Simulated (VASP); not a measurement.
Write the native input for VASP 6.6.1 that does the following.

```yaml
Task: single point
Functional: PBE
Potentials_or_basis: VASP PAW PBE potentials, release 64 (Mg, O)
Cutoff: 520 eV
k_mesh: 10 × 10 × 10
Occupations: gaussian, width 0.05 eV
Spin: no spin polarisation
Dipole_correction: no
Further_INCAR_settings: ALGO = Normal; EDIFF = 1e-06; NBANDS = 11
```

The structure of MgO lies in POSCAR:

```
MgO
1.0
    0.0000000000      2.0205767601      2.1269229054
    2.0205767601      0.0000000000      2.1269229054
    2.0205767601      2.0205767601      0.0000000000
Mg O
1 1
Direct
    0.0000000000      0.0000000000      0.0000000000
    0.5000000000      0.5000000000      0.5000000000
```

This cell differs from its parent crystal: strain -0.050 along x and y, +0.000 along z.

These files were run (other wordings do the same):

INCAR

```
ALGO = Normal ; EDIFF = 1E-6
ENCUT = 520 ; GGA = PE
ISIF = 2 ; ISMEAR = 0
LASPH = True ; LCHARG = False
LREAL = False ; LWAVE = False
NBANDS = 11 ; NELM = 100
PREC = Accurate ; SIGMA = 0.05
```

KPOINTS

```
k-points
0
Gamma
  10 10 10
```

Potentials or basis: VASP PAW PBE potentials, release 64 (Mg, O).

Run with:

```bash
$ cat potpaw_PBE.64/Mg/POTCAR potpaw_PBE.64/O/POTCAR > POTCAR
$ mpirun -np 1 vasp_std > vasp.out
```

It gave:

```json
{
 "Pressure": "19.3 GPa",
 "Band gap on the k mesh": "5.39 eV, direct"
}
```

Caveat: the cell differs from its parent crystal (strain -0.050 along x and y, +0.000 along z).

Wall time 7.2 s on 1 thread of Intel(R) Xeon(R) 6975P-C (Granite Rapids), on a shared host, peak memory 0.15 GiB.
